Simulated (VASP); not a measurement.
# MoS2 (P6_3/mmc) in VASP: a series of runs

MoS2 is run at these levels: PBE; tasks: single point.

Everything below comes from runs of VASP 6.6.1. Logs are shortened: lines on timing, memory, paths and dates and some standing lists are left out, and cuts for length are marked.

**1. The cell of the first run**

The structure is hexagonal, space group P6_3/mmc (No. 194). The conventional cell has a = 3.176 Å, b = 3.176 Å, c = 12.991 Å, α = 90.00°, β = 90.00°, γ = 120.00°. Within 3.2 Å of Mo (site symmetry -6m2) lie 6 S at 2.41 Å and 6 Mo at 3.18 Å. S (site symmetry 3m) has 3 Mo at 2.41 Å and 7 S at 3.13 to 3.18 Å within 3.2 Å.

**2. Single point, PBE**

Input file INCAR:

```
SYSTEM = MoS2
  PREC = Accurate
  ENCUT = 520
  EDIFF = 1E-7
  ISMEAR = 0
  SIGMA = 0.02
  LREAL = .False.
  LASPH = .True.
  NELM = 60
  ALGO = Normal
  ISIF = 2
  LWAVE = .False.
  LCHARG = .False.
  GGA = PE
  NBANDS = 35
```

Input file KPOINTS:

```
regular mesh
0
Gamma
  12 12 2
  0 0 0
```

Input file POSCAR:

```
MoS2
1.0
    3.1758314181      0.0000000000      0.0000000000
   -1.5879157091      2.7503506863      0.0000000000
    0.0000000000      0.0000000000     12.9907089993
Mo S
2 4
Direct
    0.6666666667      0.3333333333      0.2500000000
    0.3333333333      0.6666666667      0.7500000000
    0.6666666667      0.3333333333      0.6296379981
    0.3333333333      0.6666666667      0.3703620019
    0.6666666667      0.3333333333      0.8703620019
    0.3333333333      0.6666666667      0.1296379981
```

Potentials or basis: VASP PAW PBE potentials, release 64 (Mo_sv, S).

Run with:

```sh
$ cat potpaw_PBE.64/Mo_sv/POTCAR potpaw_PBE.64/S/POTCAR > POTCAR
$ mpirun -np 1 vasp_std > vasp.out
```

OUTCAR:

```text
SYSTEM = MoS2
   PREC = Accurate
   ENCUT = 520
   EDIFF = 1E-7
   ISMEAR = 0
   LREAL = .False.
   LASPH = .True.
   NELM = 60
   ISIF = 2
   GGA = PE

 ion  position               nearest neighbor table
   1  0.667  0.333  0.250-   4 2.41   6 2.41   4 2.41   6 2.41   4 2.41   6 2.41
   2  0.333  0.667  0.750-   3 2.41   5 2.41   3 2.41   5 2.41   3 2.41   5 2.41
   3  0.667  0.333  0.630-   2 2.41   2 2.41   2 2.41
   4  0.333  0.667  0.370-   1 2.41   1 2.41   1 2.41
   5  0.667  0.333  0.870-   2 2.41   2 2.41   2 2.41
   6  0.333  0.667  0.130-   1 2.41   1 2.41   1 2.41

  LATTYP: Found a hexagonal cell.
 ALAT       =     3.1758314181
 C/A-ratio  =     4.0904907374

  Lattice vectors:

 A1 = (   3.1758314181,   0.0000000000,   0.0000000000)
 A2 = (  -1.5879157091,   2.7503506863,   0.0000000000)
 A3 = (   0.0000000000,   0.0000000000,  12.9907089993)

Analysis of symmetry for initial positions (statically):
=====================================================================
 Subroutine PRICEL returns:
 Original cell was already a primitive cell.

 Routine SETGRP: Setting up the symmetry group for a
 hexagonal supercell.

 Subroutine GETGRP returns: Found 24 space group operations
 (whereof 12 operations were pure point group operations)
 out of a pool of 24 trial point group operations.

The static configuration has the point symmetry D_3d.
 The point group associated with its full space group is D_6h.

Analysis of symmetry for dynamics (positions and initial velocities):
=====================================================================
 Subroutine PRICEL returns:
 Original cell was already a primitive cell.

 Routine SETGRP: Setting up the symmetry group for a
 hexagonal supercell.

 Subroutine GETGRP returns: Found 24 space group operations
 (whereof 12 operations were pure point group operations)
 out of a pool of 24 trial point group operations.

The dynamic configuration has the point symmetry D_3d.
 The point group associated with its full space group is D_6h.

 Subroutine INISYM returns: Found 24 space group operations
 (whereof 12 operations are pure point group operations),
 and found     1 'primitive' translations

----------------------------------------------------------------------------------------

                                     Primitive cell

  volume of cell :     113.4693

  direct lattice vectors                    reciprocal lattice vectors
     3.175831418  0.000000000  0.000000000     0.314878175  0.181794999  0.000000000
    -1.587915709  2.750350686  0.000000000     0.000000000  0.363589998  0.000000000
     0.000000000  0.000000000 12.990708999     0.000000000  0.000000000  0.076978093

  length of vectors
     3.175831418  3.175831418 12.990708999     0.363589998  0.363589998  0.076978093

  position of ions in fractional coordinates (direct lattice)
     0.666666667  0.333333333  0.250000000
     0.333333333  0.666666667  0.750000000
     0.666666667  0.333333333  0.629637998
     0.333333333  0.666666667  0.370362002
     0.666666667  0.333333333  0.870362002
     0.333333333  0.666666667  0.129637998

  ion indices of the primitive-cell ions
   primitive index   ion index
                 1           1
                 2           2
                 3           3
                 4           4
                 5           5
                 6           6

----------------------------------------------------------------------------------------

 KPOINTS: regular mesh

Automatic generation of k-mesh.
 Grid dimensions read from file:
 generate k-points for:   12   12    2

 Generating k-lattice:

  Cartesian coordinates                     Fractional coordinates (reciprocal lattice)
     0.026239848  0.015149583  0.000000000     0.083333333  0.000000000  0.000000000
     0.000000000  0.030299166  0.000000000     0.000000000  0.083333333  0.000000000
     0.000000000  0.000000000  0.038489046     0.000000000  0.000000000  0.500000000

  Length of vectors
     0.030299166  0.030299166  0.038489046

  Shift w.r.t. Gamma in fractional coordinates (k-lattice)
     0.000000000  0.000000000  0.000000000

 Subroutine IBZKPT returns following result:
 ===========================================

 Found     38 irreducible k-points:

 Following reciprocal coordinates:
            Coordinates               Weight
  0.000000  0.000000  0.000000      1.000000
  0.083333  0.000000  0.000000      6.000000
  0.166667  0.000000  0.000000      6.000000
  0.250000  0.000000  0.000000      6.000000
  0.333333  0.000000  0.000000      6.000000
  0.416667  0.000000  0.000000      6.000000
[... 16 lines left out ...]
  0.250000  0.000000  0.500000      6.000000
  0.333333  0.000000  0.500000      6.000000
 [... further k-points ...]
   k-points           NKPTS =     38   k-points in BZ     NKDIM =     38   number of bands    NBANDS=     35
   number of dos      NEDOS =    301   number of ions     NIONS =      6
   total plane-waves  NPLWV =  56448
   dimension x,y,z NGX =    24 NGY =   24 NGZ =   98
   dimension x,y,z NGXF=    48 NGYF=   48 NGZF=  196
   ions per type =               2   4
   NGX,Y,Z   is equivalent  to a cutoff of  12.56, 12.56, 12.54 a.u.
   NGXF,Y,Z  is equivalent  to a cutoff of  25.13, 25.13, 25.08 a.u.
 SYSTEM =  MoS2
   PREC   = accura    normal or accurate (medium, high low for compatibility)
   ISTART =      0    job   : 0-new  1-cont  2-samecut
   ICHARG =      2    charge: 1-file 2-atom 10-const
   ISPIN  =      1    spin polarized calculation?
   LNONCOLLINEAR =      F non collinear calculations
   LSORBIT =      F    spin-orbit coupling
   LASPH  =      T    aspherical Exc in radial PAW
   ENCUT  =  520.0 eV  38.22 Ry    6.18 a.u.   5.90  5.90 24.15*2*pi/ulx,y,z
   NELM   =     60;   NELMIN=  2; NELMDL= -5     # of ELM steps
   EDIFF  = 0.1E-06   stopping-criterion for ELM
   LREAL  =      F    real-space projection
   EDIFFG = 0.1E-05   stopping-criterion for IOM
   NSW    =      0    number of steps for IOM
   IBRION =     -1    ionic relax: 0-MD 1-quasi-New 2-CG
   NFREE  =      0    steps in history (QN), initial steepest desc. (CG)
   ISIF   =      2    stress and relaxation
   ISYM   =      2    0-nonsym 1-usesym 2-fastsym
   POTIM  = 0.5000    time-step for ionic-motion
   TEBEG  =    0.0;   TEEND  =   0.0 temperature during run
   PSTRESS=    0.0 pullay stress
   NELECT =      52.0000    total number of electrons
   NUPDOWN=      -1.0000    fix difference up-down
   EMIN   =  10.00;   EMAX   =-10.00  energy-range for DOS
   EFERMI =   0.00;   METHOD = LEGACY
   ISMEAR =     0;   SIGMA  =   0.02  broadening in eV -4-tet -1-fermi 0-gaus
   EFERMI_NEDOS =   21; number of points for ismear=-14 and -15
   IALGO  =     38    algorithm
   IMIX   =      4    mixing-type and parameters
     AMIX     =   0.40;   BMIX     =  1.00
     AMIX_MAG =   1.60;   BMIX_MAG =  1.00
  volume/ion in A,a.u.               =      18.91       127.62
  Fermi-wavevector in a.u.,A,eV,Ry     =   1.262166  2.385148 21.674939  1.593063
  Thomas-Fermi vector in A             =   2.395588
   LORBIT       =      0    0 simple, 1 ext, 2 COOP (PROOUT), +10 PAW based schemes
   GGA     = PE    functional components
   LHFCALC =     F    Hartree Fock is set to
   AEXX    =    0.0000 exact exchange contribution
   IVDW    =     0    specifies the selected vdW correction
   LEPSILON=     F    determine dielectric tensor
   LRPA    =     F    only Hartree local field effects (RPA)
 non-spin polarized calculation
 Gauss-broadening in eV      SIGMA  =   0.02
  energy-cutoff  :      520.00
  volume of cell :      113.47
 maximum number of plane-waves:      3084
 NGX is ok and might be reduce to    24
   NGX = 11   NGY = 11   NGZ = 49

 number of electron      51.9999999 magnetization

 Free energy of the ion-electron system (eV)
  ---------------------------------------------------
  ext. energy  EPLUGINS =         0.00000000
  ---------------------------------------------------
  free energy    TOTEN  =       -43.68355840 eV

  energy without entropy =      -43.68355840  energy(sigma->0) =      -43.68355840

 E-fermi :   6.7837     XC(G=0): -10.4155

 val. band max:        6.6034284869   @ k =   0.0000   0.0000   0.0000
 cond. band min:       7.7620432298   @ k =   0.1667   0.1667   0.0000
 fundamental gap:      1.1586147429
 Fermi energy:         6.7836685595

 k-point     1 :       0.0000    0.0000    0.0000
  band No.  band energies     occupation
      1     -54.7386      2.00000
      2     -54.7386      2.00000
      3     -28.8831      2.00000
      4     -28.8831      2.00000
      5     -28.6709      2.00000
      6     -28.6709      2.00000
[... 27 lines left out ...]
     34       9.1769      0.00000
     35      12.2614      0.00000

 k-point     2 :       0.0833    0.0000    0.0000
  band No.  band energies     occupation
      1     -54.7360      2.00000
      2     -54.7360      2.00000
      3     -28.8780      2.00000
      4     -28.8780      2.00000
      5     -28.6969      2.00000
      6     -28.6969      2.00000
[... 27 lines left out ...]
     34       9.0899      0.00000
     35      12.7442      0.00000

 k-point     3 :       0.1667    0.0000    0.0000
  band No.  band energies     occupation
      1     -54.7290      2.00000
      2     -54.7290      2.00000
      3     -28.8641      2.00000
      4     -28.8641      2.00000
      5     -28.7676      2.00000
      6     -28.7676      2.00000
[... 27 lines left out ...]
     34       9.5212      0.00000
     35      13.6655      0.00000
[... 723 lines left out ...]
 k-point    23 :       0.2500    0.0000    0.5000
  band No.  band energies     occupation
      1     -54.7194      2.00000
      2     -54.7194      2.00000
      3     -28.8628      2.00000
      4     -28.8628      2.00000
      5     -28.8450      2.00000
      6     -28.8450      2.00000
[... 27 lines left out ...]
     34       9.9116      0.00000
     35      14.1244      0.00000

 k-point    24 :       0.3333    0.0000    0.5000
  band No.  band energies     occupation
      1     -54.7097      2.00000
      2     -54.7097      2.00000
      3     -28.9566      2.00000
      4     -28.9566      2.00000
      5     -28.8259      2.00000
      6     -28.8259      2.00000
[... 27 lines left out ...]
     34      10.2178      0.00000
     35      13.6182      0.00000

 [... further k-points ...]

------------------------ aborting loop because EDIFF is reached ----------------------------------------

  FORCE on cell =-STRESS in cart. coord.  units (eV):
  Direction    XX          YY          ZZ          XY          YZ          ZX
  --------------------------------------------------------------------------------------
  -------------------------------------------------------------------------------------
  Total        0.6340529      0.6340529      0.5849456     -0.0000000      0.0000000      0.0000000
  in kB        8.9527752      8.9527752      8.2593847     -0.0000000      0.0000000      0.0000000
  external PRESSURE =       8.7216450 kB  Pullay stress =       0.0000000 kB

 VOLUME and BASIS-vectors are now :
 -----------------------------------------------------------------------------
  energy-cutoff  :      520.00
  volume of cell :      113.47
      direct lattice vectors                 reciprocal lattice vectors
     3.175831418  0.000000000  0.000000000     0.314878175  0.181794999  0.000000000
    -1.587915709  2.750350686  0.000000000     0.000000000  0.363589998  0.000000000
     0.000000000  0.000000000 12.990708999     0.000000000  0.000000000  0.076978093

 POSITION                                       TOTAL-FORCE (eV/Angst)
 -----------------------------------------------------------------------------------
      1.58792      0.91678      3.24768        -0.000000      0.000000      0.000000
     -0.00000      1.83357      9.74303         0.000000     -0.000000      0.000000
      1.58792      0.91678      8.17944         0.000000     -0.000000      0.013729
     -0.00000      1.83357      4.81126        -0.000000      0.000000     -0.013729
      1.58792      0.91678     11.30662         0.000000     -0.000000     -0.013729
     -0.00000      1.83357      1.68409        -0.000000      0.000000      0.013729
 -----------------------------------------------------------------------------------
    total drift:                                0.000000     -0.000000      0.000000

  FREE ENERGIE OF THE ION-ELECTRON SYSTEM (eV)
  ---------------------------------------------------
  free  energy   TOTEN  =       -43.6835583984 eV

  energy  without entropy=      -43.6835583984  energy(sigma->0) =      -43.68355840
```

Run time: 2.9 min. Hardware: 1 thread of Intel Xeon 6975P-C, shared host; peak memory 0.29 GiB.

What came out:

```
Free energy            : -43.6836 eV
Pressure               : 0.9 GPa
Largest force          : 0.014 eV/Å
Band gap on the k mesh : 1.16 eV, indirect (least direct gap 1.66 eV)
```

Forces in eV/Å, atoms in the order of the input:
```
Mo   0.000  0.000  0.000
Mo   0.000  0.000  0.000
S    0.000  0.000  0.014
S    0.000  0.000 -0.014
S    0.000  0.000 -0.014
S    0.000  0.000  0.014
```

Caveat: this functional lacks dispersion, which binds the layers, so the pressure and a relaxed spacing across them are unreliable.

**3. Single point, PBE**

This run uses another cell than the first one, of 21.68 Å³/atom, 1.147 times its volume.

Input file INCAR:

```
ALGO     = Normal         # electronic algorithm
EDIFF    = 1E-6           # SCF threshold, eV
ENCUT    = 520            # plane-wave cutoff, eV
GGA      = PE             # functional
ISIF     = 2              # what is computed and relaxed
ISMEAR   = 0              # smearing method
LASPH    = True           # aspherical terms in the spheres
LCHARG   = True           # write CHGCAR
LELF     = True           # ELF
LREAL    = False          # projectors in reciprocal space
LVHAR    = True         
LWAVE    = False          # write WAVECAR
NBANDS   = 35             # bands
NELM     = 80             # most SCF steps
PREC     = Accurate       # precision mode
SIGMA    = 0.02           # smearing width, eV
```

Input file KPOINTS:

```
k-points
0
Gamma
  12 12 2
```

Input file POSCAR:

```
MoS2
1.0
    3.1850687718      0.0000000000      0.0000000000
   -1.5925343859      2.7583504691      0.0000000000
    0.0000000000      0.0000000000     14.8080031482
Mo S
2 4
Direct
    0.6666666667      0.3333333333      0.2500000000
    0.3333333333      0.6666666667      0.7500000000
    0.6666666667      0.3333333333      0.6444804121
    0.3333333333      0.6666666667      0.3555195879
    0.6666666667      0.3333333333      0.8555195879
    0.3333333333      0.6666666667      0.1444804121
```

Potentials or basis: VASP PAW PBE potentials, release 64 (Mo_sv, S).

Run with:

```sh
$ cat potpaw_PBE.64/Mo_sv/POTCAR potpaw_PBE.64/S/POTCAR > POTCAR
$ mpirun -np 1 vasp_std > vasp.out
```

Wall time 2.7 min (1 thread of Intel Xeon 6975P-C, shared host); peak memory 0.31 GiB.

The run converged. Its results:

```
Free energy            : -43.7155 eV
Pressure               : -0.1 GPa
Largest force          : 0.010 eV/Å
Band gap on the k mesh : 1.46 eV, indirect (least direct gap 1.67 eV)
```

Forces on the atoms (eV/Å):
```
Mo   0.000  0.000  0.000
Mo   0.000  0.000  0.000
S    0.000  0.000  0.010
S    0.000  0.000 -0.010
S    0.000  0.000 -0.010
S    0.000  0.000  0.010
```

Levels at points of the mesh, in eV from the valence-band top:
```tsv
k point	band 22	band 23	band 24	band 25	band 26	band 27	band 28	band 29	band 30	band 31
(0.00, 0.00, 0.00)	-1.70	-1.70	-1.67	-0.39	0.00	2.55	2.55	2.55	2.55	2.79
(0.50, 0.00, 0.00)	-2.07	-1.19	-1.18	-0.84	-0.83	2.03	2.04	2.52	2.57	3.55
(0.00, 0.00, 0.50)	-1.70	-1.70	-1.70	-0.16	-0.16	2.55	2.55	2.55	2.55	2.80
(0.50, 0.00, 0.50)	-2.08	-1.18	-1.18	-0.83	-0.83	2.03	2.03	2.54	2.54	3.66
```

Caveat: this functional lacks dispersion, which binds the layers, so the pressure and a relaxed spacing across them are unreliable. Expect the measured gap to be larger: semilocal functionals such as PBE lack the derivative discontinuity.
